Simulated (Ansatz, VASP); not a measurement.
One calculation of BaTiO3, two programs

INCAR

```
SYSTEM = BaTiO3
PREC = Accurate
ENCUT = 520
EDIFF = 1E-7
ISMEAR = -1
SIGMA = 0.02
LREAL = .False.
LASPH = .True.
NELM = 100
ALGO = Normal
ISIF = 2
LWAVE = .False.
LCHARG = .False.
GGA = PE
IBRION = 2
NSW = 80
EDIFFG = -0.02
```

The input KPOINTS:

```
Automatic mesh
0
Gamma
  8 8 8
  0 0 0
```

Contents of POSCAR:

```
BaTiO3
1.0
    4.0782473671      0.0000000000      0.0000000000
    0.0000000000      4.0782473671      0.0000000000
    0.0000000000      0.0000000000      4.0968043205
Ba Ti O
1 1 3
Direct
    0.0000000000      0.0000000000     -0.0029689817
    0.5000000000      0.5000000000      0.4826506884
    0.5000000000      0.5000000000      0.0222697376
    0.5000000000      0.0000000000      0.5130242778
    0.0000000000      0.5000000000      0.5130242778
```

Input for Ansatz:

```yaml
crystal:
  lattice:
    - [4.0782473671, 0.0, 0.0]
    - [0.0, 4.0782473671, 0.0]
    - [0.0, 0.0, 4.0968043205]
  atoms:
    - { symbol: Ba, position: [0.0, 0.0, -0.0029689817] }
    - { symbol: Ti, position: [0.5, 0.5, 0.4826506884] }
    - { symbol: O, position: [0.5, 0.5, 0.0222697376] }
    - { symbol: O, position: [0.5, 0.0, 0.5130242778] }
    - { symbol: O, position: [0.0, 0.5, 0.5130242778] }
kpoints:
  mp_grid: { grid: [8, 8, 8] }
scf:
  occupations: { method: fermi_dirac, width: 0.02 }
hamiltonian:
  xc: pbe
  pseudopotentials: { kind: paw, frozen_core: stored }
output:
  forces: true
  stress: true
  populations: true
  efg: { quadrupole_moments_barn: { Ba: 0.236, Ti: 0.247, O: -0.02558 } }
  write_density: true
  write_potential: true
  elf: true
  volumetric_format: npy
relax:
  f_tol: 0.02
  max_steps: 60
```

Change from the starting cell: volume scaled by 1.06, ions relaxed.

Alike in both runs: task relaxation of the atoms; functional PBE; k mesh 8 × 8 × 8; occupations fermi-dirac, width 0.02 eV; no spin polarisation.

```csv
,VASP,Ansatz
version,VASP 6.6.1,Ansatz 0.2.0
potentials or method,"VASP PAW PBE potentials, release 64 (Ba_sv, Ti_sv, O)","plane-wave PAW, scalar-relativistic"
plane-wave cutoff (eV),520,420
valence electrons in the cell,40,40
```

```tsv
	VASP	Ansatz	Ansatz less VASP
gap on the k mesh at the Fermi level, each at its own relaxed structure (eV)	1.71	1.78	+0.073
```

Ansatz's warnings: stress scf threshold loose.

Neither program's run includes spin-orbit coupling.
